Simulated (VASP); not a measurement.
A run of VASP 6.6.1:

Contents of INCAR:

```
SYSTEM = Sb
PREC = Accurate
ENCUT = 500
EDIFF = 1E-6
ISMEAR = -1
SIGMA = 0.05
LREAL = .False.
LASPH = .True.
NELM = 120
ALGO = Normal
ISIF = 2
LWAVE = .False.
LCHARG = .False.
GGA = CA
NBANDS = 22
GGA_COMPAT = .False.
```

KPOINTS

```
Automatic mesh
0
Gamma
  8 8 8
  0 0 0
```

Contents of POSCAR:

```
Sb
1.0
    2.1397418462      1.2353805309      3.7327777635
   -2.1397418462      1.2353805309      3.7327777635
    0.0000000000     -2.4707610619      3.7327777635
Sb
2
Direct
    0.7665100000      0.7665100000      0.7665100000
    0.2334900000      0.2334900000      0.2334900000
```

Potentials or basis: VASP PAW LDA potentials, release 64 (Sb_d_GW).

Command:

```sh
$ cat potpaw_LDA.64/Sb_d_GW/POTCAR > POTCAR
$ mpirun -np 1 vasp_std > vasp.out
```

Hardware: 1 thread of Intel(R) Xeon(R) Platinum 8259CL CPU @ 2.50GHz (Skylake/Cascade Lake), on a shared host.

Question: How long does it take, and how much memory?

Answer: Run time: 86 s on 1 thread of Intel(R) Xeon(R) Platinum 8259CL CPU @ 2.50GHz (Skylake/Cascade Lake), with other jobs on the host, peak memory 0.22 GiB. Counts: scf iterations 10, k points 65.
